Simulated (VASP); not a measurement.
Crystal: MnO.

```
Mn O
1.0
     4.46700    2.23350    2.23350
     2.23350    4.46700    2.23350
     2.23350    2.23350    4.46700
Mn O
2 2
Direct
  0.00000 0.00000 0.00000
  0.50000 0.50000 0.50000
  0.24720 0.26180 0.25560
  0.76010 0.74210 0.74980
```

* Program: VASP 6.6.1
* Task: relaxation of the atoms
* Functional: PBE
* Potentials or basis: VASP PAW PBE potentials, release 64 (Mn_pv, O)
* Cutoff: 520 eV
* k mesh: 3 × 3 × 3
* Occupations: fermi-dirac, width 0.1 eV
* Spin: collinear spin, antiferromagnetic start
* Starting moments: [4.73, -4.73, 0.0, 0.0] μB
* Hubbard terms: Mn d U = 6.0 eV

At the start: pressure 4.9 GPa; volume 11.14 Å³/atom.

Task: Where does the relaxation end?

Result: Over 9 steps the energy falls by 6.6 meV/atom at a fixed cell; space group Fm-3m (No. 225, to 0.1 Å) before and after; moment 0.00 μB per cell.

The path:
```csv
step,energy change (eV),largest force (eV/Å),pressure (GPa)
1,0.0000,0.6686,4.90
2,-0.0206,0.2634,4.71
3,-0.0241,0.1460,4.65
4,-0.0256,0.0826,4.64
5,-0.0261,0.0484,4.63
6,-0.0264,0.0244,4.62
7,-0.0264,0.0289,4.62
8,-0.0265,0.0102,4.62
9,-0.0265,0.0018,4.62
```

Final structure:
```cif
data_structure
_symmetry_space_group_name_H-M 'P 1'
_symmetry_Int_Tables_number 1
_cell_length_a 5.4709
_cell_length_b 5.4709
_cell_length_c 5.4709
_cell_angle_alpha 33.557
_cell_angle_beta 33.557
_cell_angle_gamma 33.557
_cell_volume 44.57
loop_
_atom_site_label
_atom_site_type_symbol
_atom_site_fract_x
_atom_site_fract_y
_atom_site_fract_z
_atom_site_occupancy
Mn1 Mn 0.00180 0.00100 0.00137 1
Mn2 Mn 0.50188 0.50093 0.50135 1
O1 O 0.25175 0.25104 0.25134 1
O2 O 0.75188 0.75093 0.75134 1
```

Caveat: the k points lie up to 0.78 Å⁻¹ apart.
